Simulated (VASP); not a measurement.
# B4Ru (P6/mmm) in VASP: a series of runs, part 2 of 2

VASP 6.6.1. The steps go on from the part before.

## (3) Single point, PBE

This run uses another cell than the first one, of 8.88 Å³/atom, 1.043 times its volume.

Input file INCAR:

```
PREC     = Accurate       # precision mode
ENCUT    = 520            # plane-wave cutoff, eV
EDIFF    = 1E-7           # SCF threshold, eV
ISMEAR   = 0              # smearing method
SIGMA    = 0.1            # smearing width, eV
LREAL    = False          # projectors in reciprocal space
LASPH    = True           # aspherical terms in the spheres
NELM     = 100            # most SCF steps
ALGO     = Normal         # electronic algorithm
ISIF     = 2              # what is computed and relaxed
LWAVE    = False          # write WAVECAR
LCHARG   = True           # write CHGCAR
GGA      = PE             # functional
LELF     = True           # ELF
LVHAR    = True         
NBANDS   = 21             # bands
```

Input file KPOINTS:

```
regular mesh
0
Gamma
  6 6 4
```

Input file POSCAR:

```
B4Ru
1.0
    3.5283493979      0.0000000034      0.0000000000
   -1.7641747019      3.0556402103      0.0000000000
    0.0000000000      0.0000000000      4.1184163174
B Ru
4 1
Direct
    0.5000000000      0.0000000000      0.0000000000
    0.0000000000      0.5000000000      0.0000000000
    0.5000000000      0.5000000000      0.0000000000
    0.0000000000      0.0000000000      0.0000000000
    0.0000000000      0.0000000000      0.5000000000
```

Potentials or basis: VASP PAW PBE potentials, release 64 (B, Ru_pv).

On the command line:

```
$ cat potpaw_PBE.64/B/POTCAR potpaw_PBE.64/Ru_pv/POTCAR > POTCAR
$ mpirun -np 1 vasp_std > vasp.out
```

OUTCAR:

```text
PREC = Accurate
   ENCUT = 520
   EDIFF = 1E-7
   ISMEAR = 0
   LREAL = False
   LASPH = True
   NELM = 100
   ISIF = 2
   GGA = PE

 ion  position               nearest neighbor table
   1  0.500  0.000  0.000-   2 1.76   2 1.76   3 1.76   3 1.76   4 1.76   4 1.76   5 2.71   5 2.71
                             5 2.71   5 2.71
   2  0.000  0.500  0.000-   1 1.76   1 1.76   4 1.76   4 1.76   3 1.76   3 1.76   5 2.71   5 2.71
                             5 2.71   5 2.71
   3  0.500  0.500  0.000-   4 1.76   4 1.76   1 1.76   1 1.76   2 1.76   2 1.76   5 2.71   5 2.71
                             5 2.71   5 2.71
   4  0.000  0.000  0.000-   3 1.76   3 1.76   2 1.76   2 1.76   1 1.76   1 1.76   5 2.06   5 2.06

   5  0.000  0.000  0.500-   4 2.06   4 2.06   3 2.71   3 2.71   3 2.71   3 2.71   2 2.71   2 2.71
                             2 2.71   2 2.71   1 2.71   1 2.71   1 2.71   1 2.71

  LATTYP: Found a hexagonal cell.
 ALAT       =     3.5283493979
 C/A-ratio  =     1.1672359659

  Lattice vectors:

 A1 = (   3.5283493979,   0.0000000034,   0.0000000000)
 A2 = (  -1.7641747019,   3.0556402103,   0.0000000000)
 A3 = (   0.0000000000,   0.0000000000,   4.1184163174)

Analysis of symmetry for initial positions (statically):
=====================================================================
 Subroutine PRICEL returns:
 Original cell was already a primitive cell.

 Routine SETGRP: Setting up the symmetry group for a
 hexagonal supercell.

 Subroutine GETGRP returns: Found 24 space group operations
 (whereof 24 operations were pure point group operations)
 out of a pool of 24 trial point group operations.

The static configuration has the point symmetry D_6h.

Analysis of symmetry for dynamics (positions and initial velocities):
=====================================================================
 Subroutine PRICEL returns:
 Original cell was already a primitive cell.

 Routine SETGRP: Setting up the symmetry group for a
 hexagonal supercell.

 Subroutine GETGRP returns: Found 24 space group operations
 (whereof 24 operations were pure point group operations)
[... 127 lines left out ...]
  Thomas-Fermi vector in A             =   2.495473
   LORBIT       =      0    0 simple, 1 ext, 2 COOP (PROOUT), +10 PAW based schemes
   GGA     = PE    functional components
   LHFCALC =     F    Hartree Fock is set to
   AEXX    =    0.0000 exact exchange contribution
   IVDW    =     0    specifies the selected vdW correction
   LEPSILON=     F    determine dielectric tensor
   LRPA    =     F    only Hartree local field effects (RPA)
 non-spin polarized calculation
 Gauss-broadening in eV      SIGMA  =   0.10
  energy-cutoff  :      520.00
  volume of cell :       44.40
 maximum number of plane-waves:      1252
 NGX is ok and might be reduce to    28
   NGX = 13   NGY = 13   NGZ = 15

 number of electron      26.0000005 magnetization

 Free energy of the ion-electron system (eV)
  ---------------------------------------------------
  ext. energy  EPLUGINS =         0.00000000
  ---------------------------------------------------
  free energy    TOTEN  =       -31.76039290 eV

  energy without entropy =      -31.74366123  energy(sigma->0) =      -31.75202706

 E-fermi :   8.8700     XC(G=0): -12.1353

 val. band max:        8.8487167642   @ k =   0.3333   0.0000   0.5000
 cond. band min:       8.8702883776   @ k =   0.5000   0.0000   0.5000
 fundamental gap:      0.0215716133
 Fermi energy:         8.8700351310

 k-point     1 :       0.0000    0.0000    0.0000
  band No.  band energies     occupation
      1     -33.8063      2.00000
      2     -33.3547      2.00000
      3     -33.3547      2.00000
      4      -8.3182      2.00000
      5       0.1225      2.00000
      6       0.1225      2.00000
[... 493 lines left out ...]
     20      18.2878      0.00000
     21      19.6320      0.00000

------------------------ aborting loop because EDIFF is reached ----------------------------------------

  FORCE on cell =-STRESS in cart. coord.  units (eV):
  Direction    XX          YY          ZZ          XY          YZ          ZX
  --------------------------------------------------------------------------------------
  -------------------------------------------------------------------------------------
  Total       -0.0041537     -0.0041537      0.0533223      0.0000000      0.0000000      0.0000000
  in kB       -0.1498802     -0.1498802      1.9240465      0.0000000      0.0000000      0.0000000
  external PRESSURE =       0.5414287 kB  Pullay stress =       0.0000000 kB

 VOLUME and BASIS-vectors are now :
 -----------------------------------------------------------------------------
  energy-cutoff  :      520.00
  volume of cell :       44.40
      direct lattice vectors                 reciprocal lattice vectors
     3.528349398  0.000000003  0.000000000     0.283418643  0.163631830  0.000000000
    -1.764174702  3.055640210  0.000000000    -0.000000000  0.327263660  0.000000000
     0.000000000  0.000000000  4.118416317     0.000000000  0.000000000  0.242811781

 POSITION                                       TOTAL-FORCE (eV/Angst)
 -----------------------------------------------------------------------------------
      1.76417      0.00000      0.00000        -0.000000      0.000000      0.000000
     -0.88209      1.52782      0.00000         0.000000      0.000000      0.000000
      0.88209      1.52782      0.00000        -0.000000      0.000000      0.000000
      0.00000      0.00000      0.00000        -0.000000      0.000000      0.000000
      0.00000      0.00000      2.05921        -0.000000      0.000000      0.000000
 -----------------------------------------------------------------------------------
    total drift:                               -0.000000     -0.000000     -0.000000

  FREE ENERGIE OF THE ION-ELECTRON SYSTEM (eV)
  ---------------------------------------------------
  free  energy   TOTEN  =       -31.7603928977 eV

  energy  without entropy=      -31.7436612314  energy(sigma->0) =      -31.75202706
```

stdout:

```text
POSCAR found type information on POSCAR B Ru
 POSCAR found :  2 types and       5 ions
 scaLAPACK will be used
 LDA part: xc-table for (Slater+PW92), standard interpolation
 POSCAR, INCAR and KPOINTS ok, starting setup
 FFT: planning ... GRIDC
 FFT: planning ... GRID_SOFT
 FFT: planning ... GRID
 WAVECAR not read
 entering main loop
```

Wall time 16 s (1 thread of Intel Xeon Platinum 8488C (Sapphire Rapids), shared host); peak memory 0.16 GiB.

Results:

```yaml
Free_energy: -31.7604 eV
Pressure: 0.1 GPa
Band_gap_on_the_k_mesh: zero (band 13 reaches 8.87 eV, above the bottom of band 14 at 7.86 eV)
```

Caveat: the k points lie up to 0.38 Å⁻¹ apart.

## (4) Relaxation of cell and atoms, PBE

Input file INCAR:

```
PREC = Accurate
ENCUT = 600
EDIFF = 1E-6
ISMEAR = 0
SIGMA = 0.1
LREAL = False
LASPH = True
NELM = 60
ALGO = Normal
ISIF = 3
LWAVE = False
LCHARG = False
GGA = PE
IBRION = 2
NSW = 90
EDIFFG = -0.04
```

KPOINTS is that of step 3.

POSCAR, as its differences from that of step 3:

```diff
@@ -2,5 +2,5 @@
 1.0
-    3.5283493979      0.0000000034      0.0000000000
-   -1.7641747019      3.0556402103      0.0000000000
-    0.0000000000      0.0000000000      4.1184163174
+    2.9672331100      0.0000000000      0.0000000000
+   -1.4836165600      2.5696992600      0.0000000000
+    0.0000000000      0.0000000000      5.5853599400
 B Ru
```

On the command line:

```
$ cat potpaw_PBE.64/B/POTCAR potpaw_PBE.64/Ru_pv/POTCAR > POTCAR
$ mpirun -np 1 vasp_std > vasp.out
```

Wall time 2.7 min (1 thread of Intel Xeon Platinum 8488C (Sapphire Rapids), shared host); peak memory 0.18 GiB.

It converged, with:

* Free energy: -31.7580 eV
* Relaxed volume: 8.88 Å³/atom
* Relaxed cell: a = 3.528 Å, b = 3.528 Å, c = 4.120 Å, α = 90.00°, β = 90.00°, γ = 120.00°
* Space group after relaxing (to 0.05 Å): P6/mmm (No. 191)
* Energy gained by relaxing: 1315.6 meV/atom
* Ionic steps: 12
* Pressure after relaxing: 0.1 GPa
* Band gap on the k mesh: zero (band 13 reaches 8.87 eV, above the bottom of band 14 at 7.86 eV)

Stress tensor (GPa, compression positive):
```
0.01 0.00 0.00
0.00 0.01 0.00
0.00 0.00 0.20
```

Step by step:
```
step  energy change (eV)  largest force (eV/Å)  pressure (GPa)  volume (Å³)
   1              0.0000                0.0000           79.84        42.59
   2             -1.8408                0.0000          -32.29        72.63
   3             -4.1460                0.0000          -11.30        56.74
   4             -4.1502                0.0000           -9.94        56.32
   5             -5.0704                0.0000          -12.80        52.75
   6             -6.2191                0.0000          -11.04        48.09
   7             -3.4417                0.0000           63.29        37.79
   8             -6.4610                0.0000           -7.81        46.57
   9             -6.5694                0.0000            0.53        44.30
  10             -6.5756                0.0000           -1.57        44.75
  11             -6.5760                0.0000            1.60        44.10
  12             -6.5778                0.0000            0.07        44.40
```

Final structure:
```
CELL_PARAMETERS angstrom
3.52775 0.00000 0.00000
-1.76388 3.05512 0.00000
0.00000 0.00000 4.11955
ATOMIC_POSITIONS crystal
B 0.50000 0.00000 0.00000
B 0.00000 0.50000 0.00000
B 0.50000 0.50000 0.00000
B 0.00000 0.00000 0.00000
Ru 0.00000 0.00000 0.50000
```

Levels at points of the mesh, in eV from the Fermi level:
| k point | band 9 | band 10 | band 11 | band 12 | band 13 | band 14 | band 15 | band 16 | band 17 |
| --- | --- | --- | --- | --- | --- | --- | --- | --- | --- |
| (0.00, 0.00, 0.00) | -4.74 | -2.54 | -2.54 | -1.75 | -1.75 | -0.49 | 1.76 | 1.76 | 4.69 |
| (0.50, 0.00, 0.00) | -3.72 | -2.50 | -2.17 | -0.75 | -0.54 | 2.41 | 2.69 | 3.06 | 3.13 |
| (0.00, 0.00, 0.50) | -4.27 | -1.97 | -1.97 | -0.03 | -0.03 | 0.06 | 0.15 | 0.15 | 5.08 |
| (0.50, 0.00, 0.50) | -5.07 | -3.64 | -1.26 | -0.27 | 0.00 | 0.63 | 2.12 | 2.63 | 3.30 |

Caveat: the k points lie up to 0.38 Å⁻¹ apart in the final cell.

## (5) Single point, PBE, collinear spin, ferromagnetic start

This run uses another cell than the first one, of 8.88 Å³/atom, 1.043 times its volume.

Input file INCAR:

```
  PREC = Accurate
  ENCUT = 520
  EDIFF = 1E-6
  ISMEAR = 0
  SIGMA = 0.1
  LREAL = F
  LASPH = T
  NELM = 150
  ALGO = Normal
  ISIF = 2
  LWAVE = F
  LCHARG = T
  ISPIN = 2
  MAGMOM = 0 0 0 0 1
  LORBIT = 11
  LMAXMIX = 4
  GGA = PE
  LELF = T
  LVHAR = T
  NBANDS = 25
```

KPOINTS is that of step 4.

POSCAR, as its differences from that of step 4:

```diff
@@ -2,5 +2,5 @@
 1.0
-    2.9672331100      0.0000000000      0.0000000000
-   -1.4836165600      2.5696992600      0.0000000000
-    0.0000000000      0.0000000000      5.5853599400
+    3.5283493979      0.0000000000      0.0000000000
+   -1.7641746989      3.0556402120      0.0000000000
+    0.0000000000      0.0000000000      4.1184163174
 B Ru
```

On the command line:

```
$ cat potpaw_PBE.64/B/POTCAR potpaw_PBE.64/Ru_pv/POTCAR > POTCAR
$ mpirun -np 1 vasp_std > vasp.out
```

Run time: 36 s. Hardware: 1 thread of Intel Xeon Platinum 8488C (Sapphire Rapids), shared host; peak memory 0.19 GiB.

The run converged. Its results:

```yaml
Free_energy: -31.7616 eV
Pressure: 0.2 GPa
Net_moment: 0.18 μB per cell
Site_moments: B -0.00, +0.00; Ru +0.19 μB
Valence_electrons_inside_the_program's_atomic_spheres: B 1.95, 2.14; Ru 12.68
```

Stress tensor (GPa, compression positive):
```
0.21 0.00 0.00
0.00 0.21 0.00
0.00 0.00 0.03
```

Levels at points of the mesh, in eV from the Fermi level:
Spin up:
```
           k point  band 11  band 12  band 13  band 14  band 15  band 16
(0.00, 0.00, 0.00)    -2.60    -1.87    -1.87    -0.52     1.73     1.73
(0.50, 0.00, 0.00)    -2.22    -0.82    -0.62     1.98     2.39     2.67
(0.00, 0.00, 0.50)    -2.03    -0.16    -0.16     0.04     0.13     0.13
(0.50, 0.00, 0.50)    -1.37    -0.35    -0.12     0.57     2.11     2.60
```
Spin down:
```tsv
k point	band 9	band 10	band 11	band 12	band 13	band 14	band 15	band 16	band 17	band 18
(0.00, 0.00, 0.00)	-4.75	-2.54	-2.54	-1.70	-1.70	-0.49	1.76	1.76	4.19	4.50
(0.50, 0.00, 0.00)	-3.74	-2.46	-2.15	-0.74	-0.52	2.10	2.40	2.67	3.03	3.11
(0.00, 0.00, 0.50)	-4.28	-1.95	-1.95	0.03	0.03	0.03	0.12	0.12	5.07	5.78
(0.50, 0.00, 0.50)	-5.09	-3.64	-1.20	-0.24	0.07	0.65	2.10	2.61	3.29	5.44
```

Caveat: the k points lie up to 0.38 Å⁻¹ apart.

## (6) The runs side by side

```csv
task,spin,cell,cutoff (eV),gap on the mesh (eV),pressure (GPa)
single point,off,"a = 2.967, b = 2.967, c = 5.585 Å, angles 90.0, 90.0, 120.0°, 5 atoms",520,none,79.9
single point,off,"a = 3.528, b = 3.528, c = 4.118 Å, angles 90.0, 90.0, 120.0°, 5 atoms",520,none,0.1
relaxation of cell and atoms,off,"relaxed from a = 2.967, b = 2.967, c = 5.585 Å, angles 90.0, 90.0, 120.0°, 5 atoms",600,none,0.1
single point,"collinear, ferromagnetic start","a = 3.528, b = 3.528, c = 4.118 Å, angles 90.0, 90.0, 120.0°, 5 atoms",520,none,0.2
```

Alike in all rows: level PBE; potentials or basis VASP PAW PBE potentials, release 64 (B, Ru_pv); k mesh 6 × 6 × 4; smearing gaussian 0.1 eV.

Caveats: all runs use coarse meshes.

Total energies depend on the potentials used, so only differences within one code and one set of settings carry meaning.
